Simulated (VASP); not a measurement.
Input of a VASP 6.6.1 run:

File POSCAR:

```
Au
1.0
   -1.6572690000      1.6572690000      1.6572690000
    1.6572690000     -1.6572690000      1.6572690000
    1.6572690000      1.6572690000     -1.6572690000
Au
1
Direct
    0.0000000000      0.0000000000      0.0000000000
```

INCAR.step1

```
SYSTEM = Au
PREC     = Accurate       ! precision mode
ENCUT    = 520            ! plane-wave cutoff, eV
EDIFF    = 1E-5           ! SCF threshold, eV
ISMEAR   = -1             ! smearing method
SIGMA    = 0.05           ! smearing width, eV
LREAL    = .False.        ! projectors in reciprocal space
LASPH    = .True.         ! aspherical terms in the spheres
NELM     = 60             ! most SCF steps
ALGO     = Normal         ! electronic algorithm
ISIF     = 2              ! what is computed and relaxed
LWAVE    = .True.         ! write WAVECAR
LCHARG   = .False.        ! write CHGCAR
NBANDS   = 12             ! bands
GGA      = PE             ! functional
```

Contents of INCAR.step2:

```
SYSTEM = Au
PREC     = Accurate       ! precision mode
ENCUT    = 520            ! plane-wave cutoff, eV
EDIFF    = 1E-7           ! SCF threshold, eV
ISMEAR   = -1             ! smearing method
SIGMA    = 0.05           ! smearing width, eV
LREAL    = .False.        ! projectors in reciprocal space
LASPH    = .True.         ! aspherical terms in the spheres
NELM     = 60             ! most SCF steps
ALGO     = Normal         ! electronic algorithm
ISIF     = 2              ! what is computed and relaxed
LWAVE    = .False.        ! write WAVECAR
LCHARG   = .False.        ! write CHGCAR
GGA      = PE             ! functional
LHFCALC  = .True.         ! exact exchange
AEXX     = 0.25           ! exact-exchange fraction
PRECFOCK = Normal       
NBANDS   = 12             ! bands
ISTART   = 1
```

The input KPOINTS:

```
regular mesh
0
Gamma
  6 6 6
  0 0 0
```

Potentials or basis: VASP PAW PBE potentials, release 64 (Au).

Command:

```bash
$ cat potpaw_PBE.64/Au/POTCAR > POTCAR
$ cp INCAR.step1 INCAR
$ mpirun -np 1 vasp_std > vasp.out
$ cp INCAR.step2 INCAR
$ mpirun -np 1 vasp_std > vasp.out
```

Question: Estimate the pressure.

Answer: -4.3 GPa.

Question: Estimate the band gap on the k mesh.

Answer: Zero (an odd number of electrons rules out a gap without spin polarisation).

Caveat: the k points lie up to 0.45 Å⁻¹ apart, too coarse for converged energies and pressures of a metal; the PAW data sets were made with another functional, which shifts forces and pressure a little; spin-orbit coupling is left out, which moves the levels of the heavy elements.
